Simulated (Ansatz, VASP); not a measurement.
## Two plane-wave programs on Cu

```
Cu
1.0
    -1.40955    1.40955    1.37460
     1.40955   -1.40955    1.37460
     1.40955    1.40955   -1.37460
Cu
1
Direct
  0.00000 0.00000 0.00000
```

Alike in both runs: task single point; functional LDA; k mesh 22 × 22 × 22; occupations gaussian, width 0.15 eV; no spin polarisation.

|  | VASP | Ansatz |
| --- | --- | --- |
| version | VASP 6.6.1 | Ansatz 0.2.0 |
| potentials or method | VASP PAW LDA potentials, release 64 (Cu), cutoff 520 eV | scalar-relativistic, plane waves, PAW |
| valence electrons in the cell | 11 | 19 |

VASP gave:

| Item | Value |
| --- | --- |
| gap on the k mesh at the Fermi level (eV) | none |
| pressure (GPa) | 0.9 |
| traceless stress, the component that is largest in VASP (GPa) | -0.26 |

Question: What did Ansatz give for the same quantities?

Answer: gap on the k mesh at the Fermi level (eV): none; pressure (GPa): 0.0; traceless stress, the component that is largest in VASP (GPa): -0.23.

Ansatz warns that its potentials were made for another functional, while VASP's fit it. LDA's correlation is that of Perdew and Zunger in VASP and of Perdew and Wang (1992) in Ansatz. A gap of «none» marks a metal or a gap that the smearing closes. VASP's potentials hold 11 valence electrons a cell and Ansatz's 19, so a difference there can come from the potentials and not from the codes.
